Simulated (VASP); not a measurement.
Write the native input for VASP 6.6.1 that does the following.

```
Task                               : relaxation of cell and atoms
Functional                         : HSE06
Potentials or basis                : VASP PAW PBE potentials, release 64 (Si, C)
Cutoff                             : 600 eV
k mesh                             : 6 × 6 × 4
Occupations                        : fermi-dirac, width 0.02 eV
Spin                               : no spin polarisation
Dipole correction                  : no
Grid for exact exchange (PRECFOCK) : Normal
Further INCAR settings             : ALGO = Normal; EDIFF = 1e-07; IBRION = 2; EDIFFG = -0.005; NSW = 80; ISIF = 3
Share of exact exchange            : 0.25
Screening parameter                : 0.2079 1/Å
```

The system is SiC.

```xyz
4
Lattice="3.0754 0.0000 0.0000 -1.5377 2.6633 0.0000 0.0000 0.0000 5.0481" Properties=species:S:1:pos:R:3 pbc="T T T"
Si    0.0000    1.7756   -0.0021
Si    1.5377    0.8878    2.5220
C     0.0000    1.7756    1.8951
C     1.5377    0.8878    4.4192
```

These files were run (other wordings do the same):

POSCAR

```
SiC
1.0
    3.0753562471      0.0000000000      0.0000000000
   -1.5376781236      2.6633366356      0.0000000000
    0.0000000000      0.0000000000      5.0481080958
Si C
2 2
Direct
    0.3333333333      0.6666666667     -0.0004084052
    0.6666666667      0.3333333333      0.4995915948
    0.3333333333      0.6666666667      0.3754084052
    0.6666666667      0.3333333333      0.8754084052
```

INCAR.step1

```
  PREC = Accurate
  ENCUT = 600
  EDIFF = 1E-5
  ISMEAR = -1
  SIGMA = 0.02
  LREAL = F
  LASPH = T
  NELM = 100
  ALGO = Normal
  LWAVE = T
  LCHARG = F
  GGA = PE
  NBANDS = 16
  KPAR = 4
```

INCAR.step2

```
  PREC = Accurate
  ENCUT = 600
  EDIFF = 1E-7
  ISMEAR = -1
  SIGMA = 0.02
  LREAL = F
  LASPH = T
  NELM = 100
  ALGO = Normal
  ISIF = 3
  LWAVE = F
  LCHARG = F
  GGA = PE
  LHFCALC = T
  HFSCREEN = 0.2079
  PRECFOCK = Normal
  IBRION = 2
  NSW = 80
  EDIFFG = -0.005
  ISTART = 1
  KPAR = 4
```

KPOINTS

```
regular mesh
0
Gamma
  6 6 4
```

Potentials or basis: VASP PAW PBE potentials, release 64 (Si, C).

The run is started by

```console
$ cat potpaw_PBE.64/Si/POTCAR potpaw_PBE.64/C/POTCAR > POTCAR
$ cp INCAR.step1 INCAR
$ mpirun -np 4 vasp_std > vasp.out
$ cp INCAR.step2 INCAR
$ mpirun -np 4 vasp_std > vasp.out
```

It gave:

The relaxed volume is 10.26 Å³/atom. The relaxed cell is a = 3.069 Å, b = 3.069 Å, c = 5.032 Å, α = 90.00°, β = 90.00°, γ = 120.00° and the space group after relaxing (to 0.1 Å) is P6_3mc (No. 186). The energy gained by relaxing is 0.4 meV/atom, the ionic steps are 5 and the pressure after relaxing is 0.0 GPa. The band gap on the k mesh is 3.17 eV (least direct gap 5.07 eV).

Caveat: the PAW data sets were made with another functional, which shifts forces and pressure a little.

Wall time 58 min on 4 MPI ranks on Oxide Virtual Turin-like Processor, on a shared host, peak memory 0.27 GiB a rank.
